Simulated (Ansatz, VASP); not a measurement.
**NiPtC4N4: VASP beside Ansatz**

```xyz
10
Lattice="7.0208 0.0000 0.0000 0.0000 7.0208 0.0000 0.0000 0.0000 4.0051" Properties=species:S:1:pos:R:3 pbc="T T T"
Ni    3.5104    3.5104    0.0000
Pt    0.0000    0.0000    0.0000
C     1.3989    5.6219    0.0000
C     5.6219    1.3989    0.0000
C     1.3989    1.3989    0.0000
C     5.6219    5.6219    0.0000
N     2.2220    4.7989    0.0000
N     4.7989    2.2220    0.0000
N     2.2220    2.2220    0.0000
N     4.7989    4.7989    0.0000
```

Alike in both runs: functional PBE; k mesh 4 × 4 × 8; occupations gaussian, width 0.02 eV; no spin polarisation.

Ansatz relaxed the structure, and its values are those at the end. VASP's run is a single point on that final structure, the one shown.

```csv
,VASP,Ansatz
version,VASP 6.6.1,Ansatz 0.2.0
potentials or method,"VASP PAW PBE potentials, release 64 (Ni, Pt, C, N), cutoff 520 eV","scalar-relativistic, plane waves, PAW"
valence electrons in the cell,56,72
```

|  | VASP | Ansatz | Ansatz less VASP |
| --- | --- | --- | --- |
| gap on the k mesh at the Fermi level (eV) | 1.69 | 1.72 | +0.037 |
| least direct gap on the mesh (eV) | 1.71 | 1.74 | +0.038 |
| pressure (GPa) | 0.3 | 0.0 | -0.31 |
| rms of the force components (eV/Å) | 0.200 | 0.000 | -0.1998 |

One of these differences is far larger than is usual between the two programs; its cause wasn't traced. The functional is the same, so the differences come from potentials, cutoffs and numerics. VASP's potentials hold 56 valence electrons a cell and Ansatz's 72, so a difference there can come from the potentials and not from the codes. Ansatz's warnings: xc potential rough in thin density.

Spin-orbit coupling is off throughout. Noted on VASP's run: the standard files for N, O and F lose accuracy on very short bonds.
